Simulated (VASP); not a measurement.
**La: single point with PBEsol**

The system is La.

```xyz
1
Lattice="-2.0805 2.0805 2.0805 2.0805 -2.0805 2.0805 2.0805 2.0805 -2.0805" Properties=species:S:1:pos:R:3 pbc="T T T"
La    0.0000    0.0000    0.0000
```

This cell differs from its parent crystal: volume scaled by 0.94.

```
Program             : VASP 6.6.1
Task                : single point
Functional          : PBEsol
Potentials or basis : VASP PAW PBE potentials, release 64 (La)
Cutoff              : 520 eV
k mesh              : 9 × 9 × 9
Occupations         : fermi-dirac, width 0.05 eV
Spin                : no spin polarisation
```

| Item | Value |
| --- | --- |
| Pressure | -1.1 GPa |

Levels at points of the mesh, in eV from the Fermi level:
```
           k point  band 4  band 5  band 6  band 7  band 8  band 9
(0.00, 0.00, 0.00)  -15.66   -3.21    1.52    1.52    1.52    1.60
```

It took 25 s on 1 thread of Intel(R) Xeon(R) Platinum 8488C (Sapphire Rapids), with other jobs on the host, peak memory 0.17 GiB.

Caveat: the PAW data sets were made with another functional, which shifts forces and pressure a little; spin-orbit coupling is left out, which moves the levels of the heavy elements.
